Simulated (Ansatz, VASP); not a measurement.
## CdSe: VASP beside Ansatz

File POSCAR:

```
CdSe
1.0
   -0.1549330310      3.0367862850      3.0367862850
    3.0367862850     -0.1549330310      3.0367862850
    3.0367862850      3.0367862850     -0.1549330310
Cd Se
1 1
Direct
   -0.0050426890     -0.0050426890     -0.0050426890
    0.2550426890      0.2550426890      0.2550426890
```

Contents of INCAR.step1:

```
ALGO = Normal ; EDIFF = 1E-5
ENCUT = 520 ; GGA = PE
ISIF = 2 ; ISMEAR = 0
LASPH = True ; LCHARG = False
LREAL = False ; LWAVE = True
NBANDS = 16 ; NELM = 100
PREC = Accurate ; SIGMA = 0.01
```

The input INCAR.step2:

```
ALGO = Normal ; EDIFF = 1E-6
ENCUT = 520 ; GGA = PE
HFSCREEN = 0.2079 ; ISIF = 2
ISMEAR = 0 ; ISTART = 1
LASPH = True ; LCHARG = False
LHFCALC = True ; LREAL = False
LWAVE = False ; NBANDS = 16
NELM = 100 ; PREC = Accurate
PRECFOCK = Normal ; SIGMA = 0.01
```

Contents of KPOINTS:

```
k-points
0
Gamma
  6 6 6
```

Input for Ansatz:

```yaml
crystal:
  lattice:
    - [-0.154933031, 3.036786285, 3.036786285]
    - [3.036786285, -0.154933031, 3.036786285]
    - [3.036786285, 3.036786285, -0.154933031]
  atoms:
    - { symbol: Cd, position: [-0.005042689, -0.005042689, -0.005042689] }
    - { symbol: Se, position: [0.255042689, 0.255042689, 0.255042689] }
kpoints:
  mp_grid: { grid: [6, 6, 6] }
  band_path:
    path:
      - [0.0, 0.0, 0.0]
      - [-0.5, -0.5, 0.0]
      - [-0.375, -0.375, 0.25]
      - [-0.375, 0.0, 0.375]
      - [0.0, 0.0, 0.5]
      - [-0.5, -0.25, 0.25]
      - [-0.028646, 0.005208, 0.020833]
    npoints: 1
hamiltonian:
  xc: hse06
scf:
  occupations: { method: fixed }
  n_extra_bands: 4
output:
  forces: true
  stress: true
  eigenvalues: true
```

Change from the starting cell: epitaxial_111 strain +4.0%.

Alike in both runs: task single point; functional HSE06; k mesh 6 × 6 × 6; no spin polarisation.

```csv
,VASP,Ansatz
version,VASP 6.6.1,Ansatz 0.2.0
potentials or method,"VASP PAW PBE potentials, release 64 (Cd, Se)","plane waves, PAW"
plane-wave cutoff (eV),520,420
occupations,"gaussian, width 0.01 eV",fixed
valence electrons in the cell,18,36
```

Ansatz gave:

```
gap on the k mesh at the Fermi level (eV)                     : 1.20
pressure (GPa)                                                : -1.9
traceless stress, the component that is largest in VASP (GPa) : 1.10
rms of the force components (eV/Å)                            : 0.010
```

Which values does VASP return?

gap on the k mesh at the Fermi level (eV): 1.20; pressure (GPa): -1.8; traceless stress, the component that is largest in VASP (GPa): 1.11; rms of the force components (eV/Å): 0.006.

Atom by atom the forces differ by 0.003 eV/Å (rms over components). VASP's potentials hold 18 valence electrons a cell and Ansatz's 36, so a difference there can come from the potentials and not from the codes. Ansatz's warnings: stress exchange threshold loose, stress scf threshold loose.
